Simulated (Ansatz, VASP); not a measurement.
# C: VASP beside Ansatz

File INCAR:

```
  PREC = Accurate
  ENCUT = 520
  EDIFF = 1E-6
  ISMEAR = 0
  SIGMA = 0.15
  LREAL = False
  LASPH = True
  NELM = 100
  ALGO = Normal
  ISIF = 2
  LWAVE = False
  LCHARG = False
  GGA = PE
  NBANDS = 16
```

The input KPOINTS:

```
Automatic mesh
0
Gamma
  18 18 6
```

POSCAR

```
C
1.0
    2.4665231295      0.0000000000      0.0000000000
   -1.2332615647      2.1360716891      0.0000000000
    0.0000000000      0.0000000000      8.5653080463
C
4
Direct
    0.0648674062      0.0000000000      0.0025000000
   -0.0648674062      0.0000000000      0.5025000000
    0.3982019730      0.6666666667      0.0025000000
    0.6017980270      0.3333333333      0.5025000000
```

Input for Ansatz:

```yaml
crystal:
  lattice:
    - [2.4665231295, 0.0, 0.0]
    - [-1.2332615647, 2.1360716891, 0.0]
    - [0.0, 0.0, 8.5653080463]
  atoms:
    - { symbol: C, position: [0.0648674062, 0.0, 0.0025] }
    - { symbol: C, position: [-0.0648674062, 0.0, 0.5025] }
    - { symbol: C, position: [0.398201973, 0.6666666667, 0.0025] }
    - { symbol: C, position: [0.601798027, 0.3333333333, 0.5025] }
basis:
  ecutwfc: 520.0
kpoints:
  mp_grid: { grid: [18, 18, 6] }
hamiltonian:
  xc: pbe
  pseudopotentials: { kind: paw, azcp: { folder: soft_1 } }
scf:
  occupations: { method: gaussian, width: 0.15 }
output:
  forces: true
  stress: true
  eigenvalues: true
```

Change from the starting cell: mode 4 frozen in at +0.160 Å (largest displacement).

Alike in both runs: task single point; functional PBE; k mesh 18 × 18 × 6; occupations gaussian, width 0.15 eV; no spin polarisation.

|  | VASP | Ansatz |
| --- | --- | --- |
| version | VASP 6.6.1 | Ansatz 0.2.0 |
| potentials or method | VASP PAW PBE potentials, release 64 (C), cutoff 520 eV | scalar-relativistic, plane waves, PAW |
| valence electrons in the cell | 16 | 16 |

```tsv
	VASP	Ansatz	Ansatz less VASP
gap on the k mesh at the Fermi level (eV)	none	none	-
pressure (GPa)	0.4	0.0	-0.35
traceless stress, the component that is largest in VASP (GPa)	-0.39	0.03	+0.417
```

A gap of «none» marks a metal or a gap that the smearing closes. With one functional, cell and mesh, what is left measures potentials, basis and numerics.
